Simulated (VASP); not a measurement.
Here is a VASP 6.6.1 calculation.

Contents of INCAR:

```
PREC = Accurate
ENCUT = 600
EDIFF = 1E-6
ISMEAR = -1
SIGMA = 0.02
LREAL = False
LASPH = True
NELM = 60
ALGO = Normal
ISIF = 3
LWAVE = False
LCHARG = False
GGA = PS
IBRION = 2
NSW = 80
EDIFFG = -0.005
```

File KPOINTS:

```
Automatic mesh
0
Gamma
  12 12 4
```

The input POSCAR:

```
Si
1.0
    3.8515735454      0.0000000000      0.0000000000
   -1.9257867727      3.3355605348      0.0000000000
    0.0000000000      0.0000000000      6.3645780744
Si
4
Direct
    0.3333333333      0.6666666667      0.0004225455
    0.6666666667      0.3333333333      0.5004225455
    0.3333333333      0.6666666667      0.3745774545
    0.6666666667      0.3333333333      0.8745774545
```

Potentials or basis: VASP PAW PBE potentials, release 64 (Si).

Command:

```console
$ cat potpaw_PBE.64/Si/POTCAR > POTCAR
$ mpirun -np 1 vasp_std > vasp.out
```

(1) Predict the band gap on the k mesh.

(2) Estimate the relaxed volume.

## Answers

(1) 0.29 eV (least direct gap 0.96 eV).

(2) 20.05 Å³/atom.

Caveat: the PAW data sets were made with another functional, which shifts forces and pressure a little.
